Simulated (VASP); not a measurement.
# GaN (Fm-3m) in VASP: notebook

GaN is run at these levels: PBE; tasks: electric field gradients, density of states.

Everything below comes from runs of VASP 6.6.1. Logs are shortened: lines on timing, memory, paths and dates and some standing lists are left out, and cuts for length are marked.

## (1) The cell of the first run

The structure is cubic, space group Fm-3m (No. 225). Conventional cell: a = 3.985 Å, b = 3.985 Å, c = 3.985 Å, α = 90.00°, β = 90.00°, γ = 90.00°. Ga (site symmetry m-3m) has 6 N at 1.99 Å within 2.6 Å. N (site symmetry m-3m) has 6 Ga at 1.99 Å within 2.6 Å.

## (2) Electric field gradients, PBE

INCAR reads:

```
PREC = Accurate
ENCUT = 520
EDIFF = 1E-8
ISMEAR = -1
SIGMA = 0.02
LREAL = F
LASPH = T
NELM = 60
ALGO = Normal
ISIF = 2
LWAVE = F
LCHARG = F
GGA = PE
LEFG = T
NBANDS = 16
```

KPOINTS reads:

```
Automatic mesh
0
Gamma
  13 13 13
```

POSCAR reads:

```
GaN
1.0
    0.0000000000      1.9925000000      1.9925000000
    1.9925000000      0.0000000000      1.9925000000
    1.9925000000      1.9925000000      0.0000000000
Ga N
1 1
Direct
    0.5000000000      0.5000000000      0.5000000000
    0.0000000000      0.0000000000      0.0000000000
```

Potentials or basis: VASP PAW PBE potentials, release 64 (Ga_d, N).

The run is started by

```sh
> cat potpaw_PBE.64/Ga_d/POTCAR potpaw_PBE.64/N/POTCAR > POTCAR
> mpirun -np 1 vasp_std > vasp.out
```

OUTCAR:

```text
PREC = Accurate
   ENCUT = 520
   EDIFF = 1E-8
   ISMEAR = -1
   LREAL = F
   LASPH = T
   NELM = 60
   ISIF = 2
   GGA = PE

 ion  position               nearest neighbor table
   1  0.500  0.500  0.500-   2 1.99   2 1.99   2 1.99   2 1.99   2 1.99   2 1.99
   2  0.000  0.000  0.000-   1 1.99   1 1.99   1 1.99   1 1.99   1 1.99   1 1.99

  LATTYP: Found a face centered cubic cell.
 ALAT       =     3.9850000000

  Lattice vectors:

 A1 = (   0.0000000000,   1.9925000000,   1.9925000000)
 A2 = (   1.9925000000,   0.0000000000,   1.9925000000)
 A3 = (   1.9925000000,   1.9925000000,   0.0000000000)

Analysis of symmetry for initial positions (statically):
=====================================================================
 Subroutine PRICEL returns:
 Original cell was already a primitive cell.

 Routine SETGRP: Setting up the symmetry group for a
 face centered cubic supercell.

 Subroutine GETGRP returns: Found 48 space group operations
 (whereof 48 operations were pure point group operations)
 out of a pool of 48 trial point group operations.

The static configuration has the point symmetry O_h .

Analysis of symmetry for dynamics (positions and initial velocities):
=====================================================================
 Subroutine PRICEL returns:
 Original cell was already a primitive cell.

 Routine SETGRP: Setting up the symmetry group for a
 face centered cubic supercell.

 Subroutine GETGRP returns: Found 48 space group operations
 (whereof 48 operations were pure point group operations)
 out of a pool of 48 trial point group operations.

The dynamic configuration has the point symmetry O_h .

 Subroutine INISYM returns: Found 48 space group operations
 (whereof 48 operations are pure point group operations),
 and found     1 'primitive' translations

----------------------------------------------------------------------------------------

                                     Primitive cell

  volume of cell :      15.8207

  direct lattice vectors                    reciprocal lattice vectors
     0.000000000  1.992500000  1.992500000    -0.250941029  0.250941029  0.250941029
     1.992500000  0.000000000  1.992500000     0.250941029 -0.250941029  0.250941029
     1.992500000  1.992500000  0.000000000     0.250941029  0.250941029 -0.250941029

  length of vectors
     2.817820523  2.817820523  2.817820523     0.434642612  0.434642612  0.434642612

  position of ions in fractional coordinates (direct lattice)
     0.500000000  0.500000000  0.500000000
     0.000000000  0.000000000  0.000000000

  ion indices of the primitive-cell ions
   primitive index   ion index
                 1           1
                 2           2

----------------------------------------------------------------------------------------

 KPOINTS: Automatic mesh

Automatic generation of k-mesh.
 Grid dimensions read from file:
 generate k-points for:   13   13   13

 Generating k-lattice:

  Cartesian coordinates                     Fractional coordinates (reciprocal lattice)
    -0.019303156  0.019303156  0.019303156     0.076923077  0.000000000  0.000000000
     0.019303156 -0.019303156  0.019303156     0.000000000  0.076923077  0.000000000
     0.019303156  0.019303156 -0.019303156     0.000000000  0.000000000  0.076923077

  Length of vectors
     0.033434047  0.033434047  0.033434047

  Shift w.r.t. Gamma in fractional coordinates (k-lattice)
     0.000000000  0.000000000  0.000000000

 Subroutine IBZKPT returns following result:
 ===========================================

 Found     84 irreducible k-points:

 Following reciprocal coordinates:
            Coordinates               Weight
  0.000000  0.000000  0.000000      1.000000
  0.076923  0.000000  0.000000      8.000000
  0.153846  0.000000  0.000000      8.000000
  0.230769  0.000000  0.000000      8.000000
  0.307692  0.000000  0.000000      8.000000
  0.384615  0.000000  0.000000      8.000000
[... 16 lines left out ...]
  0.384615  0.153846  0.000000     24.000000
  0.461538  0.153846  0.000000     24.000000
 [... further k-points ...]
   k-points           NKPTS =     84   k-points in BZ     NKDIM =     84   number of bands    NBANDS=     16
   number of dos      NEDOS =    301   number of ions     NIONS =      2
   total plane-waves  NPLWV =  13824
   dimension x,y,z NGX =    24 NGY =   24 NGZ =   24
   dimension x,y,z NGXF=    48 NGYF=   48 NGZF=   48
   ions per type =               1   1
   NGX,Y,Z   is equivalent  to a cutoff of  14.16, 14.16, 14.16 a.u.
   NGXF,Y,Z  is equivalent  to a cutoff of  28.32, 28.32, 28.32 a.u.
 SYSTEM =  unknown system
   PREC   = accura    normal or accurate (medium, high low for compatibility)
   ISTART =      0    job   : 0-new  1-cont  2-samecut
   ICHARG =      2    charge: 1-file 2-atom 10-const
   ISPIN  =      1    spin polarized calculation?
   LNONCOLLINEAR =      F non collinear calculations
   LSORBIT =      F    spin-orbit coupling
   LASPH  =      T    aspherical Exc in radial PAW
   ENCUT  =  520.0 eV  38.22 Ry    6.18 a.u.   5.24  5.24  5.24*2*pi/ulx,y,z
   NELM   =     60;   NELMIN=  2; NELMDL= -5     # of ELM steps
   EDIFF  = 0.1E-07   stopping-criterion for ELM
   LREAL  =      F    real-space projection
   EDIFFG = 0.1E-06   stopping-criterion for IOM
   NSW    =      0    number of steps for IOM
   IBRION =     -1    ionic relax: 0-MD 1-quasi-New 2-CG
   NFREE  =      0    steps in history (QN), initial steepest desc. (CG)
   ISIF   =      2    stress and relaxation
   ISYM   =      2    0-nonsym 1-usesym 2-fastsym
   POTIM  = 0.5000    time-step for ionic-motion
   TEBEG  =    0.0;   TEEND  =   0.0 temperature during run
   PSTRESS=    0.0 pullay stress
   NELECT =      18.0000    total number of electrons
   NUPDOWN=      -1.0000    fix difference up-down
   EMIN   =  10.00;   EMAX   =-10.00  energy-range for DOS
   EFERMI =   0.00;   METHOD = LEGACY
   ISMEAR =    -1;   SIGMA  =   0.02  broadening in eV -4-tet -1-fermi 0-gaus
   EFERMI_NEDOS =   21; number of points for ismear=-14 and -15
   IALGO  =     38    algorithm
   IMIX   =      4    mixing-type and parameters
     AMIX     =   0.40;   BMIX     =  1.00
     AMIX_MAG =   1.60;   BMIX_MAG =  1.00
  volume/ion in A,a.u.               =       7.91        53.38
  Fermi-wavevector in a.u.,A,eV,Ry     =   1.709060  3.229655 39.741073  2.920886
  Thomas-Fermi vector in A             =   2.787614
   LORBIT       =      0    0 simple, 1 ext, 2 COOP (PROOUT), +10 PAW based schemes
   GGA     = PE    functional components
   LHFCALC =     F    Hartree Fock is set to
   AEXX    =    0.0000 exact exchange contribution
   IVDW    =     0    specifies the selected vdW correction
   LEPSILON=     F    determine dielectric tensor
   LRPA    =     F    only Hartree local field effects (RPA)
 non-spin polarized calculation
  energy-cutoff  :      520.00
  volume of cell :       15.82
 maximum number of plane-waves:       440
 NGX is ok and might be reduce to    24
   NGX = 11   NGY = 11   NGZ = 11

 number of electron      17.9999999 magnetization

 Free energy of the ion-electron system (eV)
  ---------------------------------------------------
  ext. energy  EPLUGINS =         0.00000000
  ---------------------------------------------------
  free energy    TOTEN  =       -10.53600667 eV

  energy without entropy =      -10.53600667  energy(sigma->0) =      -10.53600667

 E-fermi :  10.7831     XC(G=0): -14.1206

 val. band max:       10.3049792286   @ k =  -0.2308   0.1538   0.0000
 cond. band min:      12.2179704924   @ k =   0.4615   0.4615   0.0000
 fundamental gap:      1.9129912638
 Fermi energy:        10.7830656352

 k-point     1 :       0.0000    0.0000    0.0000
  band No.  band energies     occupation
      1      -8.9406      2.00000
      2      -3.6887      2.00000
      3      -3.6887      2.00000
      4      -3.6887      2.00000
      5      -3.5393      2.00000
      6      -3.5393      2.00000
[... 8 lines left out ...]
     15      28.8608      0.00000
     16      28.8608      0.00000

 k-point     2 :       0.0769    0.0000    0.0000
  band No.  band energies     occupation
      1      -8.8033      2.00000
      2      -3.6993      2.00000
      3      -3.6787      2.00000
      4      -3.6787      2.00000
      5      -3.5554      2.00000
      6      -3.5554      2.00000
[... 8 lines left out ...]
     15      28.3506      0.00000
     16      28.3506      0.00000

 k-point     3 :       0.1538    0.0000    0.0000
  band No.  band energies     occupation
      1      -8.3976      2.00000
      2      -3.7303      2.00000
      3      -3.6875      2.00000
      4      -3.6875      2.00000
      5      -3.5627      2.00000
      6      -3.5627      2.00000
[... 8 lines left out ...]
     15      28.4184      0.00000
     16      28.4184      0.00000

 k-point     4 :       0.2308    0.0000    0.0000
  band No.  band energies     occupation
      1      -7.7460      2.00000
      2      -3.7797      2.00000
      3      -3.7638      2.00000
      4      -3.7638      2.00000
      5      -3.5071      2.00000
      6      -3.5071      2.00000
[... 8 lines left out ...]
     15      29.4807      0.00000
     16      29.4807      0.00000

 k-point     5 :       0.3077    0.0000    0.0000
  band No.  band energies     occupation
      1      -6.8970      2.00000
      2      -3.8585      2.00000
      3      -3.8585      2.00000
      4      -3.8514      2.00000
      5      -3.4315      2.00000
      6      -3.4315      2.00000
[... 8 lines left out ...]
     15      31.1231      0.00000
     16      31.1231      0.00000

 k-point     6 :       0.3846    0.0000    0.0000
  band No.  band energies     occupation
      1      -5.9536      2.00000
      2      -3.9669      2.00000
      3      -3.9381      2.00000
      4      -3.9381      2.00000
      5      -3.3658      2.00000
      6      -3.3658      2.00000
[... 8 lines left out ...]
     15      33.1850      0.00000
     16      33.1850      0.00000
[... 267 lines left out ...]
 k-point    21 :       0.2308    0.1538    0.0000
  band No.  band energies     occupation
      1      -7.8000      2.00000
      2      -3.7937      2.00000
      3      -3.7795      2.00000
      4      -3.6098      2.00000
      5      -3.5541      2.00000
      6      -3.4661      2.00000
[... 8 lines left out ...]
     15      32.6103      0.00000
     16      33.1195      0.00000

 k-point    22 :       0.3077    0.1538    0.0000
  band No.  band energies     occupation
      1      -7.1693      2.00000
      2      -3.8654      2.00000
      3      -3.7954      2.00000
      4      -3.6666      2.00000
      5      -3.4446      2.00000
      6      -3.3994      2.00000
[... 8 lines left out ...]
     15      32.5999      0.00000
     16      33.8372      0.00000

 k-point    23 :       0.3846    0.1538    0.0000
  band No.  band energies     occupation
      1      -6.4493      2.00000
      2      -3.9412      2.00000
      3      -3.7690      2.00000
      4      -3.7494      2.00000
      5      -3.3400      2.00000
      6      -3.2706      2.00000
[... 8 lines left out ...]
     15      32.8524      0.00000
     16      35.2403      0.00000

 k-point    24 :       0.4615    0.1538    0.0000
  band No.  band energies     occupation
      1      -5.8167      2.00000
      2      -4.0125      2.00000
      3      -3.8302      2.00000
      4      -3.7127      2.00000
      5      -3.3102      2.00000
      6      -3.0112      2.00000
[... 8 lines left out ...]
     15      33.2382      0.00000
     16      36.6019      0.00000

 [... further k-points ...]

------------------------ aborting loop because EDIFF is reached ----------------------------------------

  FORCE on cell =-STRESS in cart. coord.  units (eV):
  Direction    XX          YY          ZZ          XY          YZ          ZX
  --------------------------------------------------------------------------------------
  -------------------------------------------------------------------------------------
  Total        6.9398108      6.9398108      6.9398108      0.0000000      0.0000000      0.0000000
  in kB      702.8023826    702.8023826    702.8023826      0.0000000      0.0000000      0.0000000
  external PRESSURE =     702.8023826 kB  Pullay stress =       0.0000000 kB

 VOLUME and BASIS-vectors are now :
 -----------------------------------------------------------------------------
  energy-cutoff  :      520.00
  volume of cell :       15.82
      direct lattice vectors                 reciprocal lattice vectors
     0.000000000  1.992500000  1.992500000    -0.250941029  0.250941029  0.250941029
     1.992500000  0.000000000  1.992500000     0.250941029 -0.250941029  0.250941029
     1.992500000  1.992500000  0.000000000     0.250941029  0.250941029 -0.250941029

 POSITION                                       TOTAL-FORCE (eV/Angst)
 -----------------------------------------------------------------------------------
      1.99250      1.99250      1.99250        -0.000000      0.000000      0.000000
      0.00000      0.00000      0.00000         0.000000     -0.000000     -0.000000
 -----------------------------------------------------------------------------------
    total drift:                                0.000000     -0.000000      0.000000

  FREE ENERGIE OF THE ION-ELECTRON SYSTEM (eV)
  ---------------------------------------------------
  free  energy   TOTEN  =       -10.5360066662 eV

  energy  without entropy=      -10.5360066662  energy(sigma->0) =      -10.53600667

 Electric field gradients (V/A^2)
---------------------------------------------------------------------
 ion       V_xx      V_yy      V_zz      V_xy      V_xz      V_yz
---------------------------------------------------------------------
   1       0.000    -0.000    -0.000    -0.002    -0.002    -0.002
   2      -0.000    -0.000     0.000     0.000     0.000     0.000
---------------------------------------------------------------------

 Electric field gradients after diagonalization (V/A^2)
 (convention: |V_zz| > |V_xx| > |V_yy|)
----------------------------------------------------------------------
 ion       V_xx      V_yy      V_zz     asymmetry (V_yy - V_xx)/ V_zz
----------------------------------------------------------------------
   1       0.002     0.002    -0.004       0.000
   2      -0.000    -0.000     0.000       0.000
----------------------------------------------------------------------

           NMR quadrupolar parameters

 Cq : quadrupolar parameter    Cq=e*Q*V_zz/h
 eta: asymmetry parameters     (V_yy - V_xx)/ V_zz
 Q  : nuclear electric quadrupole moment in mb (millibarn)
----------------------------------------------------------------------
 ion       Cq(MHz)       eta       Q (mb)
----------------------------------------------------------------------
   1      -0.000       0.000       1.000
   2       0.000       0.000       1.000
----------------------------------------------------------------------
```

Wall time 38 s (1 thread of AMD EPYC 7R43 (Zen 3), shared host); peak memory 0.12 GiB.

What came out:

```yaml
Free_energy: -10.5360 eV
Pressure: 70.3 GPa
Band_gap_on_the_k_mesh: 1.91 eV, indirect (least direct gap 5.21 eV)
```

Caveat: without QUAD_EFG the Cq values of the log hold for a quadrupole moment of 1 mb, not for the nuclei.

(Continued in part 2 of 3.)
